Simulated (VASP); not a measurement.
# WS2 (P6_3/mmc) in VASP: settings compared, part 2 of 2

VASP 6.6.1. Earlier steps stand in the parts before.

### Step 5. Single point, r2SCAN

This run uses another cell than the first one, of 18.12 Å³/atom.

POSCAR

```
WS2
1.0
    3.1699463305      0.0000000000      0.0000000000
   -1.5849731653      2.7452540509      0.0000000000
    0.0000000000      0.0000000000     12.4910703517
W S
2 4
Direct
    0.3333333333      0.6666666667      0.2500000000
    0.6666666667      0.3333333333      0.7500000000
    0.6666666667      0.3333333333      0.3751079157
    0.6666666667      0.3333333333      0.1248920843
    0.3333333333      0.6666666667      0.8751079157
    0.3333333333      0.6666666667      0.6248920843
```

INCAR.step1

```
SYSTEM = WS2
PREC = Accurate ; ENCUT = 520
ISMEAR = 0 ; SIGMA = 0.01
LREAL = .FALSE. ; LASPH = .TRUE.
NELM = 80 ; NBANDS = 35
GGA = PE ; ALGO = Normal
EDIFF = 1E-4 ; LWAVE = .TRUE.
LCHARG = .FALSE.
```

INCAR.step2

```
SYSTEM = WS2
PREC = Accurate ; ENCUT = 520
EDIFF = 1E-6 ; ISMEAR = 0
SIGMA = 0.01 ; LREAL = .FALSE.
LASPH = .TRUE. ; NELM = 80
ALGO = Normal ; ISIF = 2
LWAVE = .FALSE. ; LCHARG = .FALSE.
METAGGA = R2SCAN ; LMIXTAU = .TRUE.
NBANDS = 35 ; ISTART = 1
```

KPOINTS

```
regular mesh
0
G
  12 12 2
  0 0 0
```

Potentials or basis: VASP PAW PBE potentials, release 64 (W_sv, S).

Launch:

```console
cat potpaw_PBE.64/W_sv/POTCAR potpaw_PBE.64/S/POTCAR > POTCAR
cp INCAR.step1 INCAR
mpirun -np 1 vasp_std > vasp.out
cp INCAR.step2 INCAR
mpirun -np 1 vasp_std > vasp.out
```

OUTCAR:

```text
SYSTEM = WS2
   PREC = Accurate
   ENCUT = 520
   EDIFF = 1E-6
   ISMEAR = 0
   LREAL = .FALSE.
   LASPH = .TRUE.
   NELM = 80
   ISIF = 2
   METAGGA = R2SCAN
   ISTART = 1

 ion  position               nearest neighbor table
   1  0.333  0.667  0.250-   3 2.41   4 2.41   3 2.41   4 2.41   3 2.41   4 2.41
   2  0.667  0.333  0.750-   5 2.41   6 2.41   5 2.41   6 2.41   5 2.41   6 2.41
   3  0.667  0.333  0.375-   1 2.41   1 2.41   1 2.41
   4  0.667  0.333  0.125-   1 2.41   1 2.41   1 2.41
   5  0.333  0.667  0.875-   2 2.41   2 2.41   2 2.41
   6  0.333  0.667  0.625-   2 2.41   2 2.41   2 2.41

  LATTYP: Found a hexagonal cell.
 ALAT       =     3.1699463305
 C/A-ratio  =     3.9404674557

  Lattice vectors:

 A1 = (   3.1699463305,   0.0000000000,   0.0000000000)
 A2 = (  -1.5849731653,   2.7452540509,   0.0000000000)
 A3 = (   0.0000000000,   0.0000000000,  12.4910703517)

Analysis of symmetry for initial positions (statically):
=====================================================================
[... 186 lines left out ...]
 cond. band min:       8.2345369013   @ k =   0.1667   0.1667   0.0000
 fundamental gap:      1.1682219462
 Fermi energy:         7.3030291357

 k-point     1 :       0.0000    0.0000    0.0000
  band No.  band energies     occupation
      1     -69.5291      2.00000
      2     -69.5291      2.00000
      3     -33.1268      2.00000
      4     -33.1268      2.00000
      5     -32.9596      2.00000
      6     -32.9596      2.00000
[... 901 lines left out ...]
     34      11.1611      0.00000
     35      13.4841      0.00000

 [... further k-points ...]

------------------------ aborting loop because EDIFF is reached ----------------------------------------

  FORCE on cell =-STRESS in cart. coord.  units (eV):
  Direction    XX          YY          ZZ          XY          YZ          ZX
  --------------------------------------------------------------------------------------
  -------------------------------------------------------------------------------------
  Total        1.0405348      1.0405348      0.8530655     -0.0000000     -0.0000000      0.0000000
  in kB       15.3367411     15.3367411     12.5735768     -0.0000000     -0.0000000      0.0000000
  external PRESSURE =      14.4156864 kB  Pullay stress =       0.0000000 kB

 VOLUME and BASIS-vectors are now :
 -----------------------------------------------------------------------------
  energy-cutoff  :      520.00
  volume of cell :      108.70
      direct lattice vectors                 reciprocal lattice vectors
     3.169946331  0.000000000  0.000000000     0.315462754  0.182132506  0.000000000
    -1.584973165  2.745254051  0.000000000     0.000000000  0.364265012  0.000000000
     0.000000000  0.000000000 12.491070352     0.000000000  0.000000000  0.080057191

 POSITION                                       TOTAL-FORCE (eV/Angst)
 -----------------------------------------------------------------------------------
     -0.00000      1.83017      3.12277         0.000000     -0.000000      0.000000
      1.58497      0.91508      9.36830        -0.000000      0.000000      0.000000
      1.58497      0.91508      4.68550        -0.000000     -0.000000     -0.029584
      1.58497      0.91508      1.56004         0.000000     -0.000000      0.029584
     -0.00000      1.83017     10.93103         0.000000      0.000000     -0.029584
     -0.00000      1.83017      7.80557        -0.000000      0.000000      0.029584
 -----------------------------------------------------------------------------------
    total drift:                                0.000000     -0.000000      0.000000

  FREE ENERGIE OF THE ION-ELECTRON SYSTEM (eV)
  ---------------------------------------------------
  free  energy   TOTEN  =      -140.1408092953 eV

  energy  without entropy=     -140.1408092953  energy(sigma->0) =     -140.14080930
```

OUTCAR.step1:

```text
SYSTEM = WS2
   PREC = Accurate
   ENCUT = 520
   ISMEAR = 0
   LREAL = .FALSE.
   LASPH = .TRUE.
   NELM = 80
[... 1151 lines left out ...]
      1.58497      0.91508      1.56004         0.000000     -0.000000     -0.192770
     -0.00000      1.83017     10.93103        -0.000000      0.000000      0.192770
     -0.00000      1.83017      7.80557        -0.000000      0.000000     -0.192770
 -----------------------------------------------------------------------------------
    total drift:                                0.000000     -0.000000      0.000000

  FREE ENERGIE OF THE ION-ELECTRON SYSTEM (eV)
  ---------------------------------------------------
  free  energy   TOTEN  =       -47.2700944984 eV

  energy  without entropy=      -47.2700944984  energy(sigma->0) =      -47.27009450
```

OSZICAR.step1:

```text
N       E                     dE             d eps       ncg     rms          rms(c)
DAV:   1     0.516325116501E+03    0.51633E+03   -0.28383E+04  2916   0.148E+03
DAV:   2    -0.155198135116E+02   -0.53184E+03   -0.51337E+03  3070   0.409E+02
DAV:   3    -0.491445363976E+02   -0.33625E+02   -0.33049E+02  3295   0.977E+01
DAV:   4    -0.499733919574E+02   -0.82886E+00   -0.82547E+00  3215   0.160E+01
DAV:   5    -0.499904324851E+02   -0.17041E-01   -0.17031E-01  3212   0.245E+00    0.380E+01
DAV:   6    -0.476268258038E+02    0.23636E+01   -0.83520E+00  3010   0.194E+01    0.164E+01
DAV:   7    -0.474035562590E+02    0.22327E+00   -0.25323E+00  2903   0.830E+00    0.671E+00
DAV:   8    -0.472703330993E+02    0.13322E+00   -0.38142E-01  3037   0.425E+00    0.209E+00
DAV:   9    -0.472726843041E+02   -0.23512E-02   -0.47238E-02  3179   0.113E+00    0.114E+00
DAV:  10    -0.472706235741E+02    0.20607E-02   -0.24886E-02  3144   0.100E+00    0.385E-01
DAV:  11    -0.472701091372E+02    0.51444E-03   -0.43725E-03  2887   0.397E-01    0.180E-01
DAV:  12    -0.472700944984E+02    0.14639E-04   -0.16650E-04  1982   0.756E-02
   1 F= -.47270094E+02 E0= -.47270094E+02  d E =-.385616E-38
```

It took 3.6 min on 1 thread of Intel Xeon 6975P-C (Granite Rapids), shared host; peak memory 0.3 GiB.

Results:

* Free energy: -140.1408 eV
* Pressure: 1.4 GPa
* Largest force: 0.030 eV/Å
* Band gap on the k mesh: 1.17 eV (least direct gap 1.90 eV)

Forces in eV/Å, atoms in the order of the input:
```
W    0.000  0.000  0.000
W    0.000  0.000  0.000
S    0.000  0.000 -0.030
S    0.000  0.000  0.030
S    0.000  0.000 -0.030
S    0.000  0.000  0.030
```

Caveat: the PAW data sets were made with another functional, which shifts forces and pressure a little; spin-orbit coupling is left out, which moves the levels of the heavy elements.

### Step 6. Summary

| level | cell | smearing | gap on the mesh (eV) | pressure (GPa) | largest force (eV/Å) |
| --- | --- | --- | --- | --- | --- |
| PBE+D3(BJ) | a = 3.154, b = 3.154, c = 12.143 Å, angles 90.0, 90.0, 120.0°, 6 atoms, atomic positions A | fermi-dirac 0.02 eV | 0.91 | 0.0 | - |
| PBE | a = 3.170, b = 3.170, c = 12.491 Å, angles 90.0, 90.0, 120.0°, 6 atoms, atomic positions B | fermi-dirac 0.02 eV | 1.06 | 3.2 | 0.20 |
| r2SCAN+rVV10 | a = 3.170, b = 3.170, c = 12.491 Å, angles 90.0, 90.0, 120.0°, 6 atoms, atomic positions B | fermi-dirac 0.02 eV | 1.15 | 0.4 | 0.04 |
| r2SCAN | a = 3.170, b = 3.170, c = 12.491 Å, angles 90.0, 90.0, 120.0°, 6 atoms, atomic positions B | gaussian 0.01 eV | 1.17 | 1.4 | 0.03 |

Alike in all rows: task single point; potentials or basis VASP PAW PBE potentials, release 64 (W_sv, S); no spin polarisation; k mesh 12 × 12 × 2; cutoff (eV) 520.

Caveats: spin-orbit coupling is left out, which moves the levels of the heavy elements; the PAW data sets were made with another functional, which shifts forces and pressure a little (at least some runs); the cell stands under pressure (at least some runs); this functional lacks dispersion, which binds layers or chains, so the pressure and a relaxed spacing across them are unreliable (at least some runs).

Absolute energies hang on the potentials; compare differences alone.
